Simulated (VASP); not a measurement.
A run of VASP 6.6.1 is set up as follows.

Contents of INCAR:

```
SYSTEM = SiO2
  PREC = Accurate
  ENCUT = 520
  EDIFF = 1E-6
  ISMEAR = 0
  SIGMA = 0.05
  LREAL = Auto
  LASPH = .TRUE.
  NELM = 60
  ALGO = Normal
  ISIF = 2
  LWAVE = .FALSE.
  LCHARG = .FALSE.
  GGA = PE
  NBANDS = 158
```

File KPOINTS:

```
Automatic mesh
0
G
  2 2 2
  0 0 0
```

POSCAR

```
SiO2
1.0
    9.4962000000      0.0000000000      0.0000000000
    0.0000000000      9.4962000000      0.0000000000
   -4.7481000000     -4.7481000000      7.4880000000
Si O
16 32
Direct
    0.0000000000      0.0000000000      0.0000000000
    0.0000000000      0.0000000000      0.5000000000
    0.5000000000      0.0000000000      0.5000000000
    0.5000000000      0.0000000000      0.0000000000
    0.0000000000      0.5000000000      0.5000000000
    0.0000000000      0.5000000000      0.0000000000
    0.5000000000      0.5000000000      0.0000000000
    0.5000000000      0.5000000000      0.5000000000
    0.1250000000      0.3750000000      0.2500000000
    0.1250000000      0.3750000000      0.7500000000
    0.6250000000      0.3750000000      0.7500000000
    0.6250000000      0.3750000000      0.2500000000
    0.1250000000      0.8750000000      0.7500000000
    0.1250000000      0.8750000000      0.2500000000
    0.6250000000      0.8750000000      0.2500000000
    0.6250000000      0.8750000000      0.7500000000
    0.3125000000      0.4991900000      0.3750000000
    0.3125000000      0.4991900000      0.8750000000
    0.8125000000      0.4991900000      0.8750000000
    0.8125000000      0.4991900000      0.3750000000
    0.3125000000      0.9991900000      0.8750000000
    0.3125000000      0.9991900000      0.3750000000
    0.8125000000      0.9991900000      0.3750000000
    0.8125000000      0.9991900000      0.8750000000
    0.1241900000      0.1875000000      0.1250000000
    0.1241900000      0.1875000000      0.6250000000
    0.6241900000      0.1875000000      0.6250000000
    0.6241900000      0.1875000000      0.1250000000
    0.1241900000      0.6875000000      0.6250000000
    0.1241900000      0.6875000000      0.1250000000
    0.6241900000      0.6875000000      0.1250000000
    0.6241900000      0.6875000000      0.6250000000
    0.0625000000      0.3758100000      0.3750000000
    0.0625000000      0.3758100000      0.8750000000
    0.5625000000      0.3758100000      0.8750000000
    0.5625000000      0.3758100000      0.3750000000
    0.0625000000      0.8758100000      0.8750000000
    0.0625000000      0.8758100000      0.3750000000
    0.5625000000      0.8758100000      0.3750000000
    0.5625000000      0.8758100000      0.8750000000
    0.0008100000      0.4375000000      0.1250000000
    0.0008100000      0.4375000000      0.6250000000
    0.5008100000      0.4375000000      0.6250000000
    0.5008100000      0.4375000000      0.1250000000
    0.0008100000      0.9375000000      0.6250000000
    0.0008100000      0.9375000000      0.1250000000
    0.5008100000      0.9375000000      0.1250000000
    0.5008100000      0.9375000000      0.6250000000
```

Potentials or basis: VASP PAW PBE potentials, release 64 (Si, O).

Command:

```console
$ cat potpaw_PBE.64/Si/POTCAR potpaw_PBE.64/O/POTCAR > POTCAR
$ mpirun -np 1 vasp_std > vasp.out
```

(1) Estimate the pressure.

(2) Estimate the band gap on the k mesh.

(3) Predict the largest force.

Answers

(1) 3.7 GPa.

(2) 6.04 eV.

(3) 0.131 eV/Å.
